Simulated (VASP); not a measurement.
# ZnCu (P4/mmm) in VASP: further runs

The runs below take ZnCu through single point, with PBE.

Everything below comes from runs of VASP 6.6.1. Logs are shortened: lines on timing, memory, paths and dates and some standing lists are left out, and cuts for length are marked.

## Step 1: The cell of the first run

It takes space group P4/mmm (No. 123, tetragonal). Conventional cell: a = 2.945 Å, b = 2.945 Å, c = 3.078 Å, α = 90.00°, β = 90.00°, γ = 90.00°. Zn (site symmetry 4/mmm) has 8 Cu at 2.59 Å and 6 Zn at 2.94 to 3.08 Å within 3.4 Å. Within 3.4 Å of Cu (site symmetry 4/mmm) lie 8 Zn at 2.59 Å and 6 Cu at 2.94 to 3.08 Å.

## Step 2: Single point, PBE (strain +0.0450 x Voigt [0, 1, 0, 0, 0, 0])

INCAR reads:

```
SYSTEM = ZnCu
PREC = Accurate ; ENCUT = 520
EDIFF = 1E-6 ; ISMEAR = 0
SIGMA = 0.15 ; LREAL = .False.
LASPH = .True. ; NELM = 100
ALGO = Fast ; ISIF = 2
LWAVE = .False. ; LCHARG = .False.
GGA = PE ; NBANDS = 18
```

KPOINTS reads:

```
Automatic mesh
0
Gamma
  16 16 16
  0 0 0
```

POSCAR reads:

```
ZnCu
1.0
    2.9450000000      0.0000000000      0.0000000000
    0.0000000000      3.0775250000      0.0000000000
    0.0000000000      0.0000000000      2.9450000000
Zn Cu
1 1
Direct
    0.5000000000      0.5000000000      0.5000000000
    0.0000000000      0.0000000000      0.0000000000
```

Potentials or basis: VASP PAW PBE potentials, release 64 (Zn, Cu).

Started as:

```bash
$ cat potpaw_PBE.64/Zn/POTCAR potpaw_PBE.64/Cu/POTCAR > POTCAR
$ mpirun -np 1 vasp_std > vasp.out
```

OUTCAR:

```text
SYSTEM = ZnCu
   PREC = Accurate
   ENCUT = 520
   EDIFF = 1E-6
   ISMEAR = 0
   LREAL = .False.
   LASPH = .True.
   NELM = 100
   ISIF = 2
   GGA = PE

 ion  position               nearest neighbor table
   1  0.500  0.500  0.500-   2 2.59   2 2.59   2 2.59   2 2.59   2 2.59   2 2.59   2 2.59   2 2.59

   2  0.000  0.000  0.000-   1 2.59   1 2.59   1 2.59   1 2.59   1 2.59   1 2.59   1 2.59   1 2.59

  LATTYP: Found a simple tetragonal cell.
 ALAT       =     2.9450000000
 C/A-ratio  =     1.0450000000

  Lattice vectors:

 A1 = (  -2.9450000000,   0.0000000000,   0.0000000000)
 A2 = (   0.0000000000,   0.0000000000,   2.9450000000)
 A3 = (   0.0000000000,   3.0775250000,   0.0000000000)

Analysis of symmetry for initial positions (statically):
=====================================================================
 Subroutine PRICEL returns:
 Original cell was already a primitive cell.

 Routine SETGRP: Setting up the symmetry group for a
 simple tetragonal supercell.

 Subroutine GETGRP returns: Found 16 space group operations
 (whereof 16 operations were pure point group operations)
 out of a pool of 16 trial point group operations.

The static configuration has the point symmetry D_4h.

Analysis of symmetry for dynamics (positions and initial velocities):
=====================================================================
 Subroutine PRICEL returns:
 Original cell was already a primitive cell.

 Routine SETGRP: Setting up the symmetry group for a
 simple tetragonal supercell.

 Subroutine GETGRP returns: Found 16 space group operations
 (whereof 16 operations were pure point group operations)
 out of a pool of 16 trial point group operations.

The dynamic configuration has the point symmetry D_4h.

 Subroutine INISYM returns: Found 16 space group operations
 (whereof 16 operations are pure point group operations),
 and found     1 'primitive' translations

----------------------------------------------------------------------------------------

                                     Primitive cell

  volume of cell :      26.6915

  direct lattice vectors                    reciprocal lattice vectors
     2.945000000  0.000000000  0.000000000     0.339558574  0.000000000  0.000000000
     0.000000000  3.077525000  0.000000000     0.000000000  0.324936434  0.000000000
     0.000000000  0.000000000  2.945000000     0.000000000  0.000000000  0.339558574

  length of vectors
     2.945000000  3.077525000  2.945000000     0.339558574  0.324936434  0.339558574

  position of ions in fractional coordinates (direct lattice)
     0.500000000  0.500000000  0.500000000
     0.000000000  0.000000000  0.000000000

  ion indices of the primitive-cell ions
   primitive index   ion index
                 1           1
                 2           2

----------------------------------------------------------------------------------------

 KPOINTS: Automatic mesh

Automatic generation of k-mesh.
 Grid dimensions read from file:
 generate k-points for:   16   16   16

 Generating k-lattice:

  Cartesian coordinates                     Fractional coordinates (reciprocal lattice)
     0.021222411  0.000000000  0.000000000     0.062500000  0.000000000  0.000000000
     0.000000000  0.020308527  0.000000000     0.000000000  0.062500000  0.000000000
     0.000000000  0.000000000  0.021222411     0.000000000  0.000000000  0.062500000

  Length of vectors
     0.021222411  0.020308527  0.021222411

  Shift w.r.t. Gamma in fractional coordinates (k-lattice)
     0.000000000  0.000000000  0.000000000

 Subroutine IBZKPT returns following result:
 ===========================================

 Found    405 irreducible k-points:

 Following reciprocal coordinates:
            Coordinates               Weight
  0.000000  0.000000  0.000000      1.000000
  0.062500  0.000000  0.000000      4.000000
  0.125000  0.000000  0.000000      4.000000
  0.187500  0.000000  0.000000      4.000000
  0.250000  0.000000  0.000000      4.000000
  0.312500  0.000000  0.000000      4.000000
[... 16 lines left out ...]
  0.250000  0.125000  0.000000      8.000000
  0.312500  0.125000  0.000000      8.000000
 [... further k-points ...]
   k-points           NKPTS =    405   k-points in BZ     NKDIM =    405   number of bands    NBANDS=     18
   number of dos      NEDOS =    301   number of ions     NIONS =      2
   total plane-waves  NPLWV =  13824
   dimension x,y,z NGX =    24 NGY =   24 NGZ =   24
   dimension x,y,z NGXF=    48 NGYF=   48 NGZF=   48
   ions per type =               1   1
   NGX,Y,Z   is equivalent  to a cutoff of  13.55, 12.96, 13.55 a.u.
   NGXF,Y,Z  is equivalent  to a cutoff of  27.10, 25.93, 27.10 a.u.
 SYSTEM =  ZnCu
   PREC   = accura    normal or accurate (medium, high low for compatibility)
   ISTART =      0    job   : 0-new  1-cont  2-samecut
   ICHARG =      2    charge: 1-file 2-atom 10-const
   ISPIN  =      1    spin polarized calculation?
   LNONCOLLINEAR =      F non collinear calculations
   LSORBIT =      F    spin-orbit coupling
   LASPH  =      T    aspherical Exc in radial PAW
   ENCUT  =  520.0 eV  38.22 Ry    6.18 a.u.   5.48  5.72  5.48*2*pi/ulx,y,z
   NELM   =    100;   NELMIN=  2; NELMDL= -5     # of ELM steps
   EDIFF  = 0.1E-05   stopping-criterion for ELM
   LREAL  =      F    real-space projection
   EDIFFG = 0.1E-04   stopping-criterion for IOM
   NSW    =      0    number of steps for IOM
   IBRION =     -1    ionic relax: 0-MD 1-quasi-New 2-CG
   NFREE  =      0    steps in history (QN), initial steepest desc. (CG)
   ISIF   =      2    stress and relaxation
   ISYM   =      2    0-nonsym 1-usesym 2-fastsym
   POTIM  = 0.5000    time-step for ionic-motion
   TEBEG  =    0.0;   TEEND  =   0.0 temperature during run
   PSTRESS=    0.0 pullay stress
   NELECT =      23.0000    total number of electrons
   NUPDOWN=      -1.0000    fix difference up-down
   EMIN   =  10.00;   EMAX   =-10.00  energy-range for DOS
   EFERMI =   0.00;   METHOD = LEGACY
   ISMEAR =     0;   SIGMA  =   0.15  broadening in eV -4-tet -1-fermi 0-gaus
   EFERMI_NEDOS =   21; number of points for ismear=-14 and -15
   IALGO  =     68    algorithm
   IMIX   =      4    mixing-type and parameters
     AMIX     =   0.40;   BMIX     =  1.00
     AMIX_MAG =   1.60;   BMIX_MAG =  1.00
  volume/ion in A,a.u.               =      13.35        90.06
  Fermi-wavevector in a.u.,A,eV,Ry     =   1.557854  2.943917 33.020097  2.426909
  Thomas-Fermi vector in A             =   2.661444
   LORBIT       =      0    0 simple, 1 ext, 2 COOP (PROOUT), +10 PAW based schemes
   GGA     = PE    functional components
   LHFCALC =     F    Hartree Fock is set to
   AEXX    =    0.0000 exact exchange contribution
   IVDW    =     0    specifies the selected vdW correction
   LEPSILON=     F    determine dielectric tensor
   LRPA    =     F    only Hartree local field effects (RPA)
 non-spin polarized calculation
 RMM-DIIS sequential band-by-band and
 Gauss-broadening in eV      SIGMA  =   0.15
  energy-cutoff  :      520.00
  volume of cell :       26.69
 maximum number of plane-waves:       739
 NGX is ok and might be reduce to    24
   NGX = 11   NGY = 11   NGZ = 11

 number of electron      22.9999998 magnetization

 Free energy of the ion-electron system (eV)
  ---------------------------------------------------
  ext. energy  EPLUGINS =         0.00000000
  ---------------------------------------------------
  free energy    TOTEN  =        -5.01154172 eV

  energy without entropy =       -5.00528051  energy(sigma->0) =       -5.00841112

 E-fermi :   5.1351     XC(G=0): -12.1575

 val. band max:        5.1251502992   @ k =   0.3750   0.5000   0.3125
 cond. band min:       5.1432911138   @ k =   0.4375   0.5000   0.2500
 fundamental gap:      0.0181408147
 Fermi energy:         5.1350695926

 k-point     1 :       0.0000    0.0000    0.0000
  band No.  band energies     occupation
      1      -4.8730      2.00000
      2      -2.5934      2.00000
      3      -2.5727      2.00000
      4      -1.9689      2.00000
      5      -1.9689      2.00000
      6      -1.9201      2.00000
[... 10 lines left out ...]
     17      17.1698      0.00000
     18      27.6081      0.00000

 k-point     2 :       0.0625    0.0000    0.0000
  band No.  band energies     occupation
      1      -4.8022      2.00000
      2      -2.5812      2.00000
      3      -2.5622      2.00000
      4      -1.9761      2.00000
      5      -1.9659      2.00000
      6      -1.9268      2.00000
[... 10 lines left out ...]
     17      17.8130      0.00000
     18      26.9092      0.00000

 k-point     3 :       0.1250    0.0000    0.0000
  band No.  band energies     occupation
      1      -4.5916      2.00000
      2      -2.5533      2.00000
      3      -2.5238      2.00000
      4      -1.9965      2.00000
      5      -1.9574      2.00000
      6      -1.9457      2.00000
[... 10 lines left out ...]
     17      19.6086      0.00000
     18      25.3888      0.00000

 k-point     4 :       0.1875    0.0000    0.0000
  band No.  band energies     occupation
      1      -4.2478      2.00000
      2      -2.5184      2.00000
      3      -2.4536      2.00000
      4      -2.0268      2.00000
      5      -1.9740      2.00000
      6      -1.9446      2.00000
[... 375 lines left out ...]
      4      -2.0384      2.00000
      5      -1.9908      2.00000
      6      -1.9486      2.00000
[... 10 lines left out ...]
     17      20.3737      0.00000
     18      22.0504      0.00000

 k-point    23 :       0.2500    0.1250    0.0000
  band No.  band energies     occupation
      1      -3.5649      2.00000
      2      -2.4519      2.00000
      3      -2.3232      2.00000
      4      -2.0538      2.00000
      5      -2.0175      2.00000
      6      -1.9484      2.00000
[... 10 lines left out ...]
     17      18.7698      0.00000
     18      23.3923      0.00000

 k-point    24 :       0.3125    0.1250    0.0000
  band No.  band energies     occupation
      1      -3.0839      2.00000
      2      -2.4119      2.00000
      3      -2.2416      2.00000
      4      -2.0499      2.00000
      5      -1.9706      2.00000
      6      -1.9421      2.00000
[... 10 lines left out ...]
     17      19.0313      0.00000
     18      21.8730      0.00000

 [... further k-points ...]
[... 5 lines left out ...]
  --------------------------------------------------------------------------------------
  -------------------------------------------------------------------------------------
  Total       -0.3467595     -0.3870629     -0.3467595      0.0000000      0.0000000      0.0000000
  in kB      -20.8145376    -23.2337813    -20.8145376      0.0000000      0.0000000      0.0000000
  external PRESSURE =     -21.6209522 kB  Pullay stress =       0.0000000 kB

 VOLUME and BASIS-vectors are now :
 -----------------------------------------------------------------------------
  energy-cutoff  :      520.00
  volume of cell :       26.69
      direct lattice vectors                 reciprocal lattice vectors
     2.945000000  0.000000000  0.000000000     0.339558574  0.000000000  0.000000000
     0.000000000  3.077525000  0.000000000     0.000000000  0.324936434  0.000000000
     0.000000000  0.000000000  2.945000000     0.000000000  0.000000000  0.339558574

 POSITION                                       TOTAL-FORCE (eV/Angst)
 -----------------------------------------------------------------------------------
      1.47250      1.53876      1.47250         0.000000      0.000000      0.000000
      0.00000      0.00000      0.00000         0.000000      0.000000      0.000000
 -----------------------------------------------------------------------------------
    total drift:                                0.000000      0.000000     -0.000000

  FREE ENERGIE OF THE ION-ELECTRON SYSTEM (eV)
  ---------------------------------------------------
  free  energy   TOTEN  =        -5.0115417225 eV

  energy  without entropy=       -5.0052805112  energy(sigma->0) =       -5.00841112
```

Wall time 77 s (1 thread of Intel Xeon Platinum 8488C (Sapphire Rapids), shared host); peak memory 0.3 GiB.

Results:

| Quantity | Value |
| --- | --- |
| Free energy | -5.0115 eV |
| Pressure | -2.2 GPa |
| Band gap on the k mesh | zero (an odd number of electrons rules out a gap without spin polarisation) |

Stress tensor (GPa, compression positive):
```
-2.08  0.00  0.00
 0.00 -2.32  0.00
 0.00  0.00 -2.08
```

Caveat: the cell differs from its parent crystal (strain +0.0450 x Voigt [0, 1, 0, 0, 0, 0]).

## Step 3: Single point, PBE (strain +0.0525 x Voigt [0, 1, 0, 0, 0, 0])

INCAR reads:

```
SYSTEM = ZnCu
PREC     = Accurate       ! precision mode
ENCUT    = 520            ! plane-wave cutoff, eV
EDIFF    = 1E-6           ! SCF threshold, eV
ISMEAR   = 0              ! smearing method
SIGMA    = 0.15           ! smearing width, eV
LREAL    = .False.        ! projectors in reciprocal space
LASPH    = .True.         ! aspherical terms in the spheres
NELM     = 80             ! most SCF steps
ALGO     = Fast           ! electronic algorithm
ISIF     = 2              ! what is computed and relaxed
LWAVE    = .False.        ! write WAVECAR
LCHARG   = .True.         ! write CHGCAR
GGA      = PE             ! functional
LELF     = .True.         ! ELF
LVHAR    = .True.       
NBANDS   = 18             ! bands
```

KPOINTS is that of step 2.

Edit POSCAR of step 2 so:

```diff
@@ -3,3 +3,3 @@
     2.9450000000      0.0000000000      0.0000000000
-    0.0000000000      3.0775250000      0.0000000000
+    0.0000000000      3.0996125000      0.0000000000
     0.0000000000      0.0000000000      2.9450000000
```

Potentials or basis: VASP PAW PBE potentials, release 64 (Zn, Cu).

Started as:

```bash
$ cat potpaw_PBE.64/Zn/POTCAR potpaw_PBE.64/Cu/POTCAR > POTCAR
$ mpirun -np 1 vasp_std > vasp.out
```

Wall time 78 s (1 thread of Intel Xeon Platinum 8488C (Sapphire Rapids), shared host); peak memory 0.3 GiB.

The run converged. Its results:

```yaml
Free_energy: -5.0084 eV
Pressure: -2.9 GPa
Band_gap_on_the_k_mesh: zero (an odd number of electrons rules out a gap without spin polarisation)
```

Stress tensor (GPa, compression positive):
```
-2.83  0.00  0.00
 0.00 -3.14  0.00
 0.00  0.00 -2.83
```

Levels at points of the mesh, in eV from the Fermi level:
| k point | band 10 | band 11 | band 12 | band 13 | band 14 | band 15 |
| --- | --- | --- | --- | --- | --- | --- |
| (0.00, 0.00, 0.00) | -2.67 | -2.62 | 4.93 | 6.63 | 6.63 | 9.95 |
| (0.50, 0.00, 0.00) | -3.10 | -2.73 | -1.87 | 10.43 | 10.98 | 11.96 |
| (0.00, 0.50, 0.00) | -3.10 | -2.67 | -2.18 | 11.47 | 11.47 | 12.20 |
| (0.50, 0.50, 0.00) | -2.46 | -1.89 | -1.79 | 1.38 | 1.75 | 13.82 |
| (0.50, 0.00, 0.50) | -2.37 | -1.51 | -1.51 | 1.84 | 2.26 | 12.60 |
| (0.50, 0.50, 0.50) | -2.36 | 3.51 | 4.16 | 4.16 | 4.21 | 4.21 |

Caveat: the cell differs from its parent crystal (strain +0.0525 x Voigt [0, 1, 0, 0, 0, 0]).

## Step 4: Single point, PBE (strain +0.0600 x Voigt [0, 1, 0, 0, 0, 0])

INCAR reads:

```
PREC = Accurate ; ENCUT = 520
EDIFF = 1E-7 ; ISMEAR = 0
SIGMA = 0.15 ; LREAL = False
LASPH = True ; NELM = 80
ALGO = Fast ; ISIF = 2
LWAVE = False ; LCHARG = True
GGA = PE ; LELF = True
LVHAR = True ; NBANDS = 18
```

KPOINTS reads:

```
Automatic mesh
0
Gamma
  16 16 16
```

Edit POSCAR of step 3 so:

```diff
@@ -3,3 +3,3 @@
     2.9450000000      0.0000000000      0.0000000000
-    0.0000000000      3.0996125000      0.0000000000
+    0.0000000000      3.1217000000      0.0000000000
     0.0000000000      0.0000000000      2.9450000000
```

Started as:

```bash
$ cat potpaw_PBE.64/Zn/POTCAR potpaw_PBE.64/Cu/POTCAR > POTCAR
$ mpirun -np 1 vasp_std > vasp.out
```

Run time: 100 s. Hardware: 1 thread of Intel Xeon Platinum 8488C (Sapphire Rapids), shared host; peak memory 0.31 GiB.

Results (log left out):

- Free energy: -5.0043 eV
- Pressure: -3.5 GPa
- Band gap on the k mesh: zero (an odd number of electrons rules out a gap without spin polarisation)

Stress tensor (GPa, compression positive):
```
-3.41  0.00  0.00
 0.00 -3.74  0.00
 0.00  0.00 -3.41
```

Levels at points of the mesh, in eV from the Fermi level:
```
           k point  band 8  band 9  band 10  band 11  band 12  band 13  band 14  band 15  band 16  band 17
(0.00, 0.00, 0.00)   -3.40   -2.66    -2.66    -2.60     4.77     6.68     6.68     9.74    11.41    12.04
(0.50, 0.00, 0.00)   -3.49   -3.26    -3.08    -2.72    -1.85    10.26    10.81    12.00    12.21    12.68
(0.00, 0.50, 0.00)   -3.56   -3.07    -3.07    -2.65    -2.20    11.44    11.44    12.18    12.18    13.34
(0.50, 0.50, 0.00)   -2.79   -2.75    -2.45    -1.89    -1.78     1.33     1.70    13.81    15.53    15.60
(0.50, 0.00, 0.50)   -2.84   -2.84    -2.36    -1.46    -1.46     1.85     2.29    12.44    14.08    14.08
(0.50, 0.50, 0.50)   -4.03   -2.46    -2.35     3.47     4.13     4.13     4.18     4.18     4.38     4.65
```

Caveat: the cell differs from its parent crystal (strain +0.0600 x Voigt [0, 1, 0, 0, 0, 0]); the cell stands under tension.

## Step 5: Summary

| cell | further INCAR settings | gap on the mesh (eV) | pressure (GPa) |
| --- | --- | --- | --- |
| a = 2.945, b = 3.078 Å, 2 atoms | ALGO = Fast; EDIFF = 1e-06; NBANDS = 18 | none | -2.2 |
| a = 2.945, b = 3.100 Å, 2 atoms | ALGO = Fast; EDIFF = 1e-06; NBANDS = 18 | none | -2.9 |
| a = 2.945, b = 3.122 Å, 2 atoms | ALGO = Fast; EDIFF = 1e-07; NBANDS = 18 | none | -3.5 |

Alike in all rows: task single point; level PBE; potentials or basis VASP PAW PBE potentials, release 64 (Zn, Cu); no spin polarisation; k mesh 16 × 16 × 16; cutoff (eV) 520; smearing gaussian 0.15 eV.

Caveats: the cell stands under tension (at least some runs).

Absolute energies hang on the potentials; compare differences alone.
